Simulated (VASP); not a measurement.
Wanted: the native input for a VASP 6.6.1 run.

```
Task                   : single point
Functional             : PBE
Potentials or basis    : VASP PAW PBE potentials, release 64 (Mg, Be, Se, O)
Cutoff                 : 520 eV
k mesh                 : 8 × 8 × 16
Occupations            : gaussian, width 0.1 eV
Spin                   : no spin polarisation
Dipole correction      : no
Further INCAR settings : ALGO = Normal; EDIFF = 1e-06; NBANDS = 21
```

The structure of MgBe2SeO2 lies in POSCAR:

```
MgBe2SeO2
1.0
    2.3963248654     -8.2545723921      0.0000000000
    2.3963248654      8.2545723921      0.0000000000
    0.0000000000      0.0000000000      2.5390212165
Mg Be Se O
1 2 1 2
Direct
    0.5000000000      0.5000000000      0.0000000000
    0.2488780456      0.7511219544      0.0000000000
    0.7511219544      0.2488780456      0.0000000000
    0.0000000000      0.0000000000      0.5000000000
    0.0000000000      0.5000000000      0.5000000000
    0.5000000000      0.0000000000      0.5000000000
```

One way to write it, as run:

INCAR

```
SYSTEM = MgBe2SeO2
PREC = Accurate ; ENCUT = 520
EDIFF = 1E-6 ; ISMEAR = 0
SIGMA = 0.1 ; LREAL = .False.
LASPH = .True. ; NELM = 100
ALGO = Normal ; ISIF = 2
LWAVE = .False. ; LCHARG = .True.
GGA = PE ; LELF = .True.
LVHAR = .True. ; NBANDS = 21
```

KPOINTS

```
Automatic mesh
0
Gamma
  8 8 16
  0 0 0
```

Potentials or basis: VASP PAW PBE potentials, release 64 (Mg, Be, Se, O).

Command:

```sh
$ cat potpaw_PBE.64/Mg/POTCAR potpaw_PBE.64/Be/POTCAR potpaw_PBE.64/Se/POTCAR potpaw_PBE.64/O/POTCAR > POTCAR
$ mpirun -np 1 vasp_std > vasp.out
```

Results of the run:

The pressure is 0.1 GPa and the band gap on the k mesh is zero (band 12 reaches 3.44 eV, above the bottom of band 13 at 1.31 eV).

It took 7 min on 1 thread of Intel(R) Xeon(R) Platinum 8375C CPU @ 2.90GHz (Ice Lake) (shared host), peak memory 0.6 GiB.
